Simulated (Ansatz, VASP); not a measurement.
Sb2S3: VASP beside Ansatz

```
Sb S
1.0
    11.03531    0.00000    0.00000
     0.00000    3.81139    0.00000
     0.00000    0.00000   10.80154
Sb S
8 12
Cartesian
  5.2881 0.9528 3.5182
  0.2296 2.8585 8.9189
  10.8057 0.9528 1.8826
  5.7472 2.8585 7.2834
  3.7962 2.8585 0.3540
  1.7215 0.9528 5.7548
  9.3138 2.8585 5.0468
  7.2392 0.9528 10.4475
  3.1756 0.9528 2.0852
  2.3421 2.8585 7.4860
  8.6932 0.9528 3.3155
  7.8598 2.8585 8.7163
  6.0683 2.8585 1.3731
  10.4847 0.9528 6.7739
  0.5506 2.8585 4.0277
  4.9671 0.9528 9.4284
  4.1313 2.8585 4.7711
  1.3863 0.9528 10.1719
  9.6490 2.8585 0.6296
  6.9040 0.9528 6.0304
```

Alike in both runs: functional LDA; k mesh 4 × 8 × 4; occupations gaussian, width 0.02 eV; no spin polarisation.

Ansatz relaxed the structure, and its values are those at the end. VASP's run is a single point on that final structure, the one shown.

|  | VASP | Ansatz |
| --- | --- | --- |
| version | VASP 6.6.1 | Ansatz 0.2.0 |
| potentials or method | VASP PAW LDA potentials, release 64 (Sb, S), cutoff 500 eV | scalar-relativistic, plane waves, PAW |
| valence electrons in the cell | 112 | 192 |

```tsv
	VASP	Ansatz	Ansatz less VASP
gap on the k mesh at the Fermi level (eV)	1.08	1.09	+0.015
least direct gap on the mesh (eV)	1.08	1.09	+0.015
pressure (GPa)	0.1	0.0	-0.11
rms of the force components (eV/Å)	0.023	0.001	-0.0218
```

LDA's correlation is that of Perdew and Zunger in VASP and of Perdew and Wang (1992) in Ansatz. VASP's potentials hold 112 valence electrons a cell and Ansatz's 192, so a difference there can come from the potentials and not from the codes.

Spin-orbit coupling is off throughout.
